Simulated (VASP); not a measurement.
Input of a VASP 6.6.1 run:

Contents of INCAR:

```
PREC = Accurate ; ENCUT = 520
EDIFF = 1E-6 ; ISMEAR = -1
SIGMA = 0.05 ; LREAL = F
LASPH = T ; NELM = 150
ALGO = Normal ; ISIF = 2
LWAVE = F ; LCHARG = F
ISPIN = 2 ; MAGMOM = 1 0
LORBIT = 11 ; LMAXMIX = 4
GGA = PE ; NBANDS = 18
```

File KPOINTS:

```
regular mesh
0
Gamma
  8 8 8
```

File POSCAR:

```
AlNi
1.0
    2.8810000000      0.0000000000      0.0000000000
    0.0000000000      2.8810000000      0.0000000000
    0.0000000000      0.0000000000      2.8810000000
Ni Al
1 1
Direct
    0.5000000000      0.5000000000      0.5000000000
    0.0000000000      0.0000000000      0.0000000000
```

Potentials or basis: VASP PAW PBE potentials, release 64 (Ni, Al).

Command:

```bash
$ cat potpaw_PBE.64/Ni/POTCAR potpaw_PBE.64/Al/POTCAR > POTCAR
$ mpirun -np 1 vasp_std > vasp.out
```

Task: Estimate the net moment.

Result: 0.00 μB per cell.

Task: Predict the pressure.

Result: 2.2 GPa.
